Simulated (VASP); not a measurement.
Crystal: Hf.

```
Hf
1.0
     3.19670    0.00000    0.00000
    -1.59835    2.76842    0.00000
     0.00000    0.00000    5.05780
Hf
2
Direct
  0.66667 0.33333 0.75000
  0.33333 0.66667 0.25000
```

- Program: VASP 6.6.1
- Task: relaxation of cell and atoms
- Functional: LDA
- Potentials or basis: VASP PAW LDA potentials, release 64 (Hf_pv)
- Cutoff: 500 eV
- k mesh: 10 × 10 × 5
- Occupations: fermi-dirac, width 0.05 eV
- Spin: no spin polarisation

At the start: pressure -7.8 GPa; volume 22.38 Å³/atom.

Question: How do energy, volume and symmetry change on relaxing?

Answer: Over 4 steps the energy falls by 40.4 meV/atom and the volume is 20.81 Å³/atom (-7.0 %); space group P6_3/mmc (No. 194, to 0.05 Å).

The path:
```csv
step,energy change (eV),largest force (eV/Å),pressure (GPa),volume (Å³)
1,0.0000,0.0000,-7.81,44.76
2,0.0525,0.0000,12.81,38.06
3,-0.0808,0.0000,-0.20,41.68
4,-0.0809,0.0000,-0.01,41.62
```

Final structure:
```
CELL_PARAMETERS angstrom
3.12168 0.00000 0.00000
-1.56084 2.70345 0.00000
0.00000 0.00000 4.93185
ATOMIC_POSITIONS crystal
Hf 0.66667 0.33333 0.75000
Hf 0.33333 0.66667 0.25000
```
